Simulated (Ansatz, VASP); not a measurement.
# Two plane-wave programs on Rb2Ag

```
Rb Ag
1.0
     5.12741    0.00000    0.00000
     0.00000    5.12741    0.00000
     0.00000    0.00000    7.28590
Rb Ag
2 1
Direct
  0.50000 0.50000 0.00000
  0.00000 0.00000 0.50000
  0.00000 0.00000 0.00000
```

Alike in both runs: functional PBE; k mesh 10 × 10 × 6; occupations fermi-dirac, width 0.15 eV; no spin polarisation.

Ansatz relaxed the structure, and its values are those at the end. VASP's run is a single point on that final structure, the one shown.

|  | VASP | Ansatz |
| --- | --- | --- |
| version | VASP 6.6.1 | Ansatz 0.2.0 |
| potentials or method | VASP PAW PBE potentials, release 64 (Rb_sv, Ag), cutoff 520 eV | scalar-relativistic, plane waves, PAW |
| valence electrons in the cell | 29 | 37 |

|  | VASP | Ansatz | Ansatz less VASP |
| --- | --- | --- | --- |
| gap on the k mesh at the Fermi level (eV) | none | none | - |
| pressure (GPa) | 0.0 | 0.0 | 0.00 |

A gap of «none» marks a metal or a gap that the smearing closes. VASP's potentials hold 29 valence electrons a cell and Ansatz's 37, so a difference there can come from the potentials and not from the codes.
